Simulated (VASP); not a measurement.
Runs of VASP 6.6.1 on KBr. The structure is that of space group I4/mmm (No. 139), or close to it. The cells are those of the table. 

```csv
cell,gap on the mesh (eV),pressure (GPa)
"a = 4.846, b = 4.846, c = 5.029 Å, angles 58.7, 58.7, 62.5°, 2 atoms",3.96,-1.5
"a = 4.758, b = 4.758, c = 4.470 Å, angles 62.0, 62.0, 56.0°, 2 atoms",4.26,0.5
"a = 4.660, b = 4.660, c = 4.470 Å, angles 61.3, 61.3, 57.3°, 2 atoms",4.37,0.8
"a = 4.937, b = 4.937, c = 5.029 Å, angles 59.4, 59.4, 61.2°, 2 atoms",3.88,-1.9
"a = 4.572, b = 4.572, c = 4.843 Å, angles 58.0, 58.0, 64.0°, 2 atoms",4.20,0.7
"a = 4.671, b = 4.671, c = 4.284 Å, angles 62.7, 62.7, 54.6°, 2 atoms",4.38,2.9
"a = 4.474, b = 4.474, c = 4.656 Å, angles 58.6, 58.6, 62.7°, 2 atoms",4.41,1.8
"a = 4.671, b = 4.671, c = 5.029 Å, angles 57.4, 57.4, 65.1°, 2 atoms",4.05,0.1
"a = 4.474, b = 4.474, c = 4.284 Å, angles 61.4, 61.4, 57.2°, 2 atoms",4.67,4.0
"a = 4.846, b = 4.846, c = 4.656 Å, angles 61.3, 61.3, 57.4°, 2 atoms",4.11,(b)
"a = 4.750, b = 4.750, c = 4.843 Å, angles 59.4, 59.4, 61.3°, 2 atoms",4.11,-1.1
"a = 4.378, b = 4.378, c = 4.470 Å, angles 59.3, 59.3, 61.4°, 2 atoms",4.69,(a)
```

Alike in all rows: task single point; level PBEsol; potentials or basis VASP PAW PBE potentials, release 64 (K_sv, Br); no spin polarisation; k mesh 6 × 6 × 6; cutoff (eV) 520; smearing gaussian 0.05 eV.

Question: Fill in the values left out.

Answer: (a) 3.6; (b) -0.9.

Caveats: the PAW data sets were made with another functional, which shifts forces and pressure a little.

A k mesh can miss the band edges, and the runs leave out spin-orbit coupling on Br.
